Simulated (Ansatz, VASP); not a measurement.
**BAs: VASP beside Ansatz**

Contents of INCAR:

```
  PREC = Accurate
  ENCUT = 500
  EDIFF = 1E-6
  ISMEAR = 0
  SIGMA = 0.02
  LREAL = False
  LASPH = True
  NELM = 120
  ALGO = Normal
  ISIF = 2
  LWAVE = False
  LCHARG = True
  GGA = PE
  LELF = True
  LVHAR = True
  NBANDS = 11
  GGA_COMPAT = False
```

Contents of KPOINTS:

```
Automatic mesh
0
Gamma
  8 8 8
```

POSCAR

```
BAs
1.0
    0.0000000000      2.4048000000      2.4048000000
    2.4048000000      0.0000000000      2.4048000000
    2.4048000000      2.4048000000      0.0000000000
B As
1 1
Direct
    0.0000000000      0.0000000000      0.0000000000
    0.2500000000      0.2500000000      0.2500000000
```

Input for Ansatz:

```yaml
crystal:
  lattice:
    - [0.0, 2.4048, 2.4048]
    - [2.4048, 0.0, 2.4048]
    - [2.4048, 2.4048, 0.0]
  atoms:
    - { symbol: B, position: [0.0, 0.0, 0.0] }
    - { symbol: As, position: [0.25, 0.25, 0.25] }
basis:
  ecutwfc: 420
kpoints:
  mp_grid: { grid: [8, 8, 8] }
hamiltonian:
  xc: pbe
scf:
  occupations: { method: gaussian, width: 0.02 }
output:
  forces: true
  stress: true
  eigenvalues: true
```

Alike in both runs: task single point; functional PBE; k mesh 8 × 8 × 8; occupations gaussian, width 0.02 eV; no spin polarisation.

```csv
,VASP,Ansatz
version,VASP 6.6.1,Ansatz 0.2.0
potentials or method,"VASP PAW PBE potentials, release 64 (B, As), cutoff 500 eV","scalar-relativistic, plane waves, PAW"
valence electrons in the cell,8,18
```

|  | VASP | Ansatz | Ansatz less VASP |
| --- | --- | --- | --- |
| gap on the k mesh at the Fermi level (eV) | 1.21 | 1.22 | +0.008 |
| least direct gap on the mesh (eV) | 3.25 | 3.26 | +0.005 |
| pressure (GPa) | 0.6 | 0.0 | -0.60 |

VASP's potentials hold 8 valence electrons a cell and Ansatz's 18, so a difference there can come from the potentials and not from the codes.
